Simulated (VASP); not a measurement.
A run of VASP 6.6.1 is set up as follows.

File INCAR:

```
PREC = Accurate ; ENCUT = 600
EDIFF = 1E-6 ; ISMEAR = 0
SIGMA = 0.03 ; LREAL = False
LASPH = True ; NELM = 80
ALGO = Normal ; ISIF = 3
LWAVE = False ; LCHARG = False
GGA = PE ; IVDW = 12
IBRION = 2 ; NSW = 90
EDIFFG = -0.01 ; LATTICE_CONSTRAINTS = .TRUE. .TRUE. .FALSE.
KPAR = 8
```

File KPOINTS:

```
Automatic mesh
0
Gamma
  12 12 1
```

The input POSCAR:

```
HfS2
1.0
    3.6396641800      0.0000000000      0.0000000000
   -1.8198320900      3.1520416400      0.0000000000
    0.0000000000      0.0000000000     39.0254936200
S Hf
8 4
Direct
    0.6666666700      0.3333333400      0.2306184800
    0.3333333300      0.6666666600      0.3038733200
    0.6666666700      0.3333333400      0.3857878800
    0.3333333300      0.6666666600      0.4590427200
    0.6666666700      0.3333333400      0.5409572800
    0.3333333300      0.6666666600      0.6142121200
    0.6666666700      0.3333333400      0.6961266800
    0.3333333300      0.6666666600      0.7693815200
    0.0000000000      0.0000000000      0.2672459000
    0.0000000000      0.0000000000      0.4224153000
    0.0000000000      0.0000000000      0.5775847000
    0.0000000000      0.0000000000      0.7327541000
```

Potentials or basis: VASP PAW PBE potentials, release 64 (S, Hf_pv).

Run with:

```sh
$ cat potpaw_PBE.64/S/POTCAR potpaw_PBE.64/Hf_pv/POTCAR > POTCAR
$ mpirun -np 8 vasp_std > vasp.out
```

**Question.** Predict the band gap on the k mesh.

**Answer.** 1.07 eV (least direct gap 1.90 eV).

**Question.** What does it give for the dispersion energy per atom?

**Answer.** -0.310 eV.

Final structure:
```yaml
crystal:
  lattice:
    - [3.60121, 0.00000, 0.00000]
    - [-1.80060, 3.11874, 0.00000]
    - [0.00000, 0.00000, 39.02549]
  atoms:
    - { symbol: S, position: [0.66667, 0.33333, 0.23873] }
    - { symbol: S, position: [0.33333, 0.66667, 0.31337] }
    - { symbol: S, position: [0.66667, 0.33333, 0.38785] }
    - { symbol: S, position: [0.33333, 0.66667, 0.46243] }
    - { symbol: S, position: [0.66667, 0.33333, 0.53756] }
    - { symbol: S, position: [0.33333, 0.66667, 0.61215] }
    - { symbol: S, position: [0.66667, 0.33333, 0.68663] }
    - { symbol: S, position: [0.33333, 0.66667, 0.76127] }
    - { symbol: Hf, position: [0.00000, 0.00000, 0.27609] }
    - { symbol: Hf, position: [0.00000, 0.00000, 0.42514] }
    - { symbol: Hf, position: [0.00000, 0.00000, 0.57486] }
    - { symbol: Hf, position: [0.00000, 0.00000, 0.72391] }
```

Caveat: spin-orbit coupling is left out, which moves the levels of the heavy elements.
